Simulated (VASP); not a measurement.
# MgO (Pm-3m) in VASP: settings compared, part 2 of 2

VASP 6.6.1. The steps go on from the part before.

## (3) Relaxation of cell and atoms, HSE06

The input, POSCAR:

```
MgO
1.0
    2.6233491285      0.0000000000      0.0000000000
    0.0000000000      2.6233491285      0.0000000000
    0.0000000000      0.0000000000      2.6233491285
Mg O
1 1
Direct
    0.0000000000      0.0000000000      0.0000000000
    0.5000000000      0.5000000000      0.5000000000
```

The input, INCAR.step1:

```
SYSTEM = MgO
ALGO = Normal ; EDIFF = 1E-5
ENCUT = 600 ; GGA = PE
ISMEAR = -1 ; LASPH = .True.
LCHARG = .False. ; LREAL = .False.
LWAVE = .True. ; NBANDS = 11
NELM = 80 ; PREC = Accurate
SIGMA = 0.02
```

The input, INCAR.step2:

```
SYSTEM = MgO
ALGO = Normal ; EDIFF = 1E-6
EDIFFG = -0.005 ; ENCUT = 600
GGA = PE ; HFSCREEN = 0.2079
IBRION = 2 ; ISIF = 3
ISMEAR = -1 ; ISTART = 1
LASPH = .True. ; LCHARG = .False.
LHFCALC = .True. ; LREAL = .False.
LWAVE = .False. ; NELM = 80
NSW = 80 ; PREC = Accurate
PRECFOCK = Normal ; SIGMA = 0.02
```

The input, KPOINTS:

```
k-points
0
Gamma
  6 6 6
  0 0 0
```

Potentials or basis: VASP PAW PBE potentials, release 64 (Mg, O).

The run is started by

```
$ cat potpaw_PBE.64/Mg/POTCAR potpaw_PBE.64/O/POTCAR > POTCAR
$ cp INCAR.step1 INCAR
$ mpirun -np 1 vasp_std > vasp.out
$ cp INCAR.step2 INCAR
$ mpirun -np 1 vasp_std > vasp.out
```

OUTCAR:

```text
SYSTEM = MgO
   EDIFF = 1E-6
   EDIFFG = -0.005
   ENCUT = 600
   GGA = PE
   HFSCREEN = 0.2079
   IBRION = 2
   ISIF = 3
   ISMEAR = -1
   ISTART = 1
   LASPH = .True.
   LHFCALC = .True.
   LREAL = .False.
   NELM = 80
   NSW = 80
   PREC = Accurate
   PRECFOCK = Normal

 ion  position               nearest neighbor table
   1  0.000  0.000  0.000-   2 2.27   2 2.27   2 2.27   2 2.27   2 2.27   2 2.27   2 2.27   2 2.27

   2  0.500  0.500  0.500-   1 2.27   1 2.27   1 2.27   1 2.27   1 2.27   1 2.27   1 2.27   1 2.27

  LATTYP: Found a simple cubic cell.
 ALAT       =     2.6233491285

  Lattice vectors:

 A1 = (   2.6233491285,   0.0000000000,   0.0000000000)
 A2 = (   0.0000000000,   2.6233491285,   0.0000000000)
 A3 = (   0.0000000000,   0.0000000000,   2.6233491285)

Analysis of symmetry for initial positions (statically):
=====================================================================
 Subroutine PRICEL returns:
 Original cell was already a primitive cell.

 Routine SETGRP: Setting up the symmetry group for a
 simple cubic supercell.

 Subroutine GETGRP returns: Found 48 space group operations
 (whereof 48 operations were pure point group operations)
 out of a pool of 48 trial point group operations.

The static configuration has the point symmetry O_h .

Analysis of symmetry for dynamics (positions and initial velocities):
=====================================================================
 Subroutine PRICEL returns:
 Original cell was already a primitive cell.

 Routine SETGRP: Setting up the symmetry group for a
 simple cubic supercell.

 Subroutine GETGRP returns: Found 48 space group operations
 (whereof 48 operations were pure point group operations)
 out of a pool of 48 trial point group operations.

The dynamic configuration has the point symmetry O_h .

 Subroutine INISYM returns: Found 48 space group operations
 (whereof 48 operations are pure point group operations),
 and found     1 'primitive' translations

----------------------------------------------------------------------------------------

                                     Primitive cell

  volume of cell :      18.0538

  direct lattice vectors                    reciprocal lattice vectors
     2.623349129  0.000000000  0.000000000     0.381192114  0.000000000  0.000000000
     0.000000000  2.623349129  0.000000000     0.000000000  0.381192114  0.000000000
     0.000000000  0.000000000  2.623349129     0.000000000  0.000000000  0.381192114

  length of vectors
     2.623349129  2.623349129  2.623349129     0.381192114  0.381192114  0.381192114

  position of ions in fractional coordinates (direct lattice)
     0.000000000  0.000000000  0.000000000
     0.500000000  0.500000000  0.500000000

  ion indices of the primitive-cell ions
   primitive index   ion index
                 1           1
                 2           2

----------------------------------------------------------------------------------------

 KPOINTS: k-points

Automatic generation of k-mesh.
 Grid dimensions read from file:
 generate k-points for:    6    6    6

 Generating k-lattice:

  Cartesian coordinates                     Fractional coordinates (reciprocal lattice)
     0.063532019  0.000000000  0.000000000     0.166666667  0.000000000  0.000000000
     0.000000000  0.063532019  0.000000000     0.000000000  0.166666667  0.000000000
     0.000000000  0.000000000  0.063532019     0.000000000  0.000000000  0.166666667

  Length of vectors
     0.063532019  0.063532019  0.063532019

  Shift w.r.t. Gamma in fractional coordinates (k-lattice)
     0.000000000  0.000000000  0.000000000

 Subroutine IBZKPT returns following result:
 ===========================================

 Found     20 irreducible k-points:

 Following reciprocal coordinates:
            Coordinates               Weight
  0.000000  0.000000  0.000000      1.000000
  0.166667  0.000000  0.000000      6.000000
  0.333333  0.000000  0.000000      6.000000
  0.500000  0.000000  0.000000      3.000000
  0.166667  0.166667  0.000000     12.000000
  0.333333  0.166667  0.000000     24.000000
[... 12 lines left out ...]
  0.500000  0.500000  0.333333      6.000000
  0.500000  0.500000  0.500000      1.000000
   k-points           NKPTS =     20   k-points in BZ     NKDIM =    216   number of bands    NBANDS=      8
   number of dos      NEDOS =    301   number of ions     NIONS =      2
   total plane-waves  NPLWV =  13824
   dimension x,y,z NGX =    24 NGY =   24 NGZ =   24
   dimension x,y,z NGXF=    48 NGYF=   48 NGZF=   48
   ions per type =               1   1
   NGX,Y,Z   is equivalent  to a cutoff of  15.21, 15.21, 15.21 a.u.
   NGXF,Y,Z  is equivalent  to a cutoff of  30.42, 30.42, 30.42 a.u.
 SYSTEM =  MgO
   PREC   = accura    normal or accurate (medium, high low for compatibility)
   ISTART =      1    job   : 0-new  1-cont  2-samecut
   ICHARG =      0    charge: 1-file 2-atom 10-const
   ISPIN  =      1    spin polarized calculation?
   LNONCOLLINEAR =      F non collinear calculations
   LSORBIT =      F    spin-orbit coupling
   LASPH  =      T    aspherical Exc in radial PAW
   ENCUT  =  600.0 eV  44.10 Ry    6.64 a.u.   5.24  5.24  5.24*2*pi/ulx,y,z
   NELM   =     80;   NELMIN=  2; NELMDL=  0     # of ELM steps
   EDIFF  = 0.1E-05   stopping-criterion for ELM
   LREAL  =      F    real-space projection
   EDIFFG = -.5E-02   stopping-criterion for IOM
   NSW    =     80    number of steps for IOM
   IBRION =      2    ionic relax: 0-MD 1-quasi-New 2-CG
   NFREE  =      1    steps in history (QN), initial steepest desc. (CG)
   ISIF   =      3    stress and relaxation
   ISYM   =      3    0-nonsym 1-usesym 2-fastsym
   POTIM  = 0.5000    time-step for ionic-motion
   TEBEG  =    0.0;   TEEND  =   0.0 temperature during run
   PSTRESS=    0.0 pullay stress
   NELECT =       8.0000    total number of electrons
   NUPDOWN=      -1.0000    fix difference up-down
   EMIN   =  10.00;   EMAX   =-10.00  energy-range for DOS
   EFERMI =   0.00;   METHOD = LEGACY
   ISMEAR =    -1;   SIGMA  =   0.02  broadening in eV -4-tet -1-fermi 0-gaus
   EFERMI_NEDOS =   21; number of points for ismear=-14 and -15
   IALGO  =     38    algorithm
   IMIX   =      1    mixing-type and parameters
     AMIX     =   0.40;   BMIX     =  1.00
     AMIX_MAG =   1.60;   BMIX_MAG =  1.00
  volume/ion in A,a.u.               =       9.03        60.92
  Fermi-wavevector in a.u.,A,eV,Ry     =   1.248098  2.358563 21.194461  1.557749
  Thomas-Fermi vector in A             =   2.382200
   LORBIT       =      0    0 simple, 1 ext, 2 COOP (PROOUT), +10 PAW based schemes
   GGA     = PE    functional components
   LHFCALC =     T    Hartree Fock is set to
   PRECFOCK=normal    Normal, Fast or Accurate (Low or Medium for compatibility)
   ENCUT4O =  -1.0   cutoff for four orbital integrals eV
   NKREDX  =     1    reduce k-point grid by
   NKREDY  =     1    reduce k-point grid by
   NKREDZ  =     1    reduce k-point grid by
   AEXX    =    0.2500 exact exchange contribution
   HFSCREEN=    0.2079 screening length (either q_TF or 0.3 A-1)
   HFSCREENC=   0.2079 screening length for correlation (either q_TF or 0.3 A-1)
   ENCUTFOCK=  -1.0 apply spherical cutoff to Coloumb kernel
   IVDW    =     0    specifies the selected vdW correction
   LEPSILON=     F    determine dielectric tensor
   LRPA    =     F    only Hartree local field effects (RPA)
 conjugate gradient relaxation of ions
 non-spin polarized calculation
  energy-cutoff  :      600.00
  volume of cell :       18.05
 maximum number of plane-waves:       624
 NGX is ok and might be reduce to    24
  NGX = 16; NGY = 16; NGZ = 16

--------------------------------------- Ionic step        1  -------------------------------------------

 number of electron       8.0000002 magnetization

 Free energy of the ion-electron system (eV)
  ---------------------------------------------------
  ext. energy  EPLUGINS =         0.00000000
  ---------------------------------------------------
  free energy    TOTEN  =       -12.60634479 eV

  energy without entropy =      -12.60634479  energy(sigma->0) =      -12.60634479

------------------------ aborting loop because EDIFF is reached ----------------------------------------

  FORCE on cell =-STRESS in cart. coord.  units (eV):
  Direction    XX          YY          ZZ          XY          YZ          ZX
  --------------------------------------------------------------------------------------
  -------------------------------------------------------------------------------------
  Total       -0.1613392     -0.1613392     -0.1613392     -0.0000000     -0.0000000      0.0000000
  in kB      -14.3179965    -14.3179965    -14.3179965     -0.0000000     -0.0000000      0.0000000
  external PRESSURE =     -14.3179965 kB  Pullay stress =       0.0000000 kB
[... 57 lines left out ...]
  energy  without entropy=      -12.6069992413  energy(sigma->0) =      -12.60699924

--------------------------------------- Ionic step        3  -------------------------------------------

 number of electron       8.0000002 magnetization

 Free energy of the ion-electron system (eV)
  ---------------------------------------------------
  ext. energy  EPLUGINS =         0.00000000
  ---------------------------------------------------
  free energy    TOTEN  =       -12.60706519 eV

  energy without entropy =      -12.60706519  energy(sigma->0) =      -12.60706519

 E-fermi :   4.6217     XC(G=0):  -9.3561

 val. band max:        4.0956919300   @ k =   0.5000   0.5000   0.0000
 cond. band min:       8.3267325266   @ k =   0.0000   0.0000   0.0000
 fundamental gap:      4.2310405966
 Fermi energy:         4.6216519623

 k-point     1 :       0.0000    0.0000    0.0000
  band No.  band energies     occupation
      1     -16.2345      2.00000
      2       2.9811      2.00000
      3       2.9811      2.00000
      4       2.9811      2.00000
      5       8.3267      0.00000
      6      16.2959      0.00000
      7      16.2959      0.00000
      8      27.0552      0.00000
[... 236 lines left out ...]
  FREE ENERGIE OF THE ION-ELECTRON SYSTEM (eV)
  ---------------------------------------------------
  free  energy   TOTEN  =       -12.6070651904 eV

  energy  without entropy=      -12.6070651904  energy(sigma->0) =      -12.60706519

 reached required accuracy - stopping structural energy minimisation
```

It took 17 min on 1 thread of Intel Xeon 8259CL, shared host; peak memory 0.26 GiB.

What came out:

* Free energy: -12.6071 eV
* Relaxed volume: 8.95 Å³/atom
* Relaxed cell: a = 2.615 Å, b = 2.615 Å, c = 2.615 Å, α = 90.00°, β = 90.00°, γ = 90.00°
* Space group after relaxing (to 0.1 Å): Pm-3m (No. 221)
* Energy gained by relaxing: 0.4 meV/atom
* Ionic steps: 3
* Pressure after relaxing: 0.0 GPa
* Band gap on the k mesh: 4.23 eV (least direct gap 5.35 eV)

The path:
| step | energy change (eV) | largest force (eV/Å) | pressure (GPa) | volume (Å³) |
| --- | --- | --- | --- | --- |
| 1 | 0.0000 | 0.0000 | -1.43 | 18.05 |
| 2 | -0.0007 | 0.0000 | 0.36 | 17.84 |
| 3 | -0.0007 | 0.0000 | 0.04 | 17.89 |

Final structure:
```xyz
2
Lattice="2.6154 0.0000 0.0000 0.0000 2.6154 0.0000 0.0000 0.0000 2.6154" Properties=species:S:1:pos:R:3 pbc="T T T"
Mg    0.0000    0.0000    0.0000
O     1.3077    1.3077    1.3077
```

Levels at points of the mesh, in eV from the valence-band top:
```tsv
k point	band 2	band 3	band 4	band 5	band 6	band 7
(0.00, 0.00, 0.00)	-1.11	-1.11	-1.11	4.23	12.20	12.20
(0.50, 0.00, 0.00)	-7.07	-0.62	-0.62	8.90	11.72	16.55
(0.50, 0.50, 0.00)	-5.17	-5.17	0.00	6.60	14.54	14.54
(0.50, 0.50, 0.50)	-4.01	-4.01	-4.01	9.23	9.23	9.23
```

Caveat: the PAW data sets were made with another functional, which shifts forces and pressure a little.

## (4) Single point, PBEsol

This run uses another cell than the first one, of 9.13 Å³/atom.

The input, INCAR:

```
SYSTEM = MgO
ALGO = Normal
EDIFF = 1E-6
ENCUT = 520
GGA = PS
ISIF = 2
ISMEAR = -1
LASPH = .TRUE.
LCHARG = .TRUE.
LELF = .TRUE.
LREAL = .FALSE.
LVHAR = .TRUE.
LWAVE = .FALSE.
NBANDS = 11
NELM = 60
PREC = Accurate
SIGMA = 0.02
```

The input, KPOINTS:

```
k-points
0
G
  8 8 8
  0 0 0
```

The input, POSCAR:

```
MgO
1.0
    2.6334476244      0.0000000000      0.0000000000
    0.0000000000      2.6334476244      0.0000000000
    0.0000000000      0.0000000000      2.6334476244
Mg O
1 1
Direct
    0.0000000000      0.0000000000      0.0000000000
    0.5000000000      0.5000000000      0.5000000000
```

The run is started by

```
$ cat potpaw_PBE.64/Mg/POTCAR potpaw_PBE.64/O/POTCAR > POTCAR
$ mpirun -np 1 vasp_std > vasp.out
```

It took 3.1 s on 1 thread of Intel Xeon 6975P-C (Granite Rapids), shared host; peak memory 0.13 GiB.

Results (log left out):

- Free energy: -11.0281 eV
- Pressure: -0.6 GPa
- Band gap on the k mesh: 2.47 eV (least direct gap 3.48 eV)

Levels at points of the mesh, in eV from the valence-band top:
```
           k point  band 1  band 2  band 3  band 4  band 5  band 6  band 7  band 8
(0.00, 0.00, 0.00)  -18.46   -1.02   -1.02   -1.02    2.47   10.28   10.28   20.21
(0.50, 0.00, 0.00)  -17.22   -6.57   -0.56   -0.56    6.91    9.38   14.38   17.25
(0.50, 0.50, 0.00)  -16.34   -4.76   -4.76    0.00    4.84   12.08   12.08   13.21
(0.50, 0.50, 0.50)  -15.48   -3.66   -3.66   -3.66    7.35    7.35    7.35   16.30
```

Caveat: the PAW data sets were made with another functional, which shifts forces and pressure a little. A k mesh can miss the band edges.

## (5) Single point, LDA

This run uses another cell than the first one, of 8.77 Å³/atom.

The input, INCAR:

```
PREC = Accurate
ENCUT = 520
EDIFF = 1E-6
ISMEAR = -1
SIGMA = 0.02
LREAL = F
LASPH = T
NELM = 60
ALGO = Normal
ISIF = 2
LWAVE = F
LCHARG = F
GGA = CA
NBANDS = 11
```

The input, KPOINTS:

```
Automatic mesh
0
Gamma
  8 8 8
```

The input, POSCAR:

```
MgO
1.0
    2.5982572841      0.0000000000      0.0000000000
    0.0000000000      2.5982572841      0.0000000000
    0.0000000000      0.0000000000      2.5982572841
Mg O
1 1
Direct
    0.0000000000      0.0000000000      0.0000000000
    0.5000000000      0.5000000000      0.5000000000
```

Potentials or basis: VASP PAW LDA potentials, release 64 (Mg, O).

The run is started by

```
$ cat potpaw_LDA.64/Mg/POTCAR potpaw_LDA.64/O/POTCAR > POTCAR
$ mpirun -np 1 vasp_std > vasp.out
```

Run time: 2.5 s. Hardware: 1 thread of Intel Xeon 6975P-C (Granite Rapids), shared host; peak memory 0.12 GiB.

Results (log left out):

- Free energy: -11.9157 eV
- Pressure: -2.7 GPa
- Band gap on the k mesh: 2.84 eV (least direct gap 3.91 eV)

Levels at points of the mesh, in eV from the valence-band top:
```tsv
k point	band 2	band 3	band 4	band 5	band 6	band 7
(0.00, 0.00, 0.00)	-1.07	-1.07	-1.07	2.84	10.28	10.28
(0.50, 0.00, 0.00)	-6.84	-0.60	-0.60	7.23	9.68	14.48
(0.50, 0.50, 0.00)	-4.97	-4.97	0.00	4.85	12.38	12.38
(0.50, 0.50, 0.50)	-3.86	-3.86	-3.86	7.40	7.40	7.40
```

## (6) Overview

```tsv
task	level	potentials or basis	cell	k mesh	cutoff (eV)	smearing	grid for exact exchange (PRECFOCK)	share of exact exchange	screening parameter	gap on the mesh (eV)	pressure (GPa)
single point	HF	VASP PAW PBE potentials, release 64 (Mg, O)	a = 2.623 Å, 2 atoms	6 × 6 × 6	520	gaussian 0.01 eV	Normal	1	-	12.75	-4.1
relaxation of cell and atoms	HSE06	VASP PAW PBE potentials, release 64 (Mg, O)	relaxed from a = 2.623 Å, 2 atoms	6 × 6 × 6	600	fermi-dirac 0.02 eV	Normal	0.25	0.2079 1/Å	4.23	0.0
single point	PBEsol	VASP PAW PBE potentials, release 64 (Mg, O)	a = 2.633 Å, 2 atoms	8 × 8 × 8	520	fermi-dirac 0.02 eV	-	-	-	2.47	-0.6
single point	LDA	VASP PAW LDA potentials, release 64 (Mg, O)	a = 2.598 Å, 2 atoms	8 × 8 × 8	520	fermi-dirac 0.02 eV	-	-	-	2.84	-2.7
```

Alike in all rows: no spin polarisation.

Caveats: the PAW data sets were made with another functional, which shifts forces and pressure a little (at least some runs); the cell stands under tension (at least some runs).

Total energies depend on the potentials used, so only differences within one code and one set of settings carry meaning.
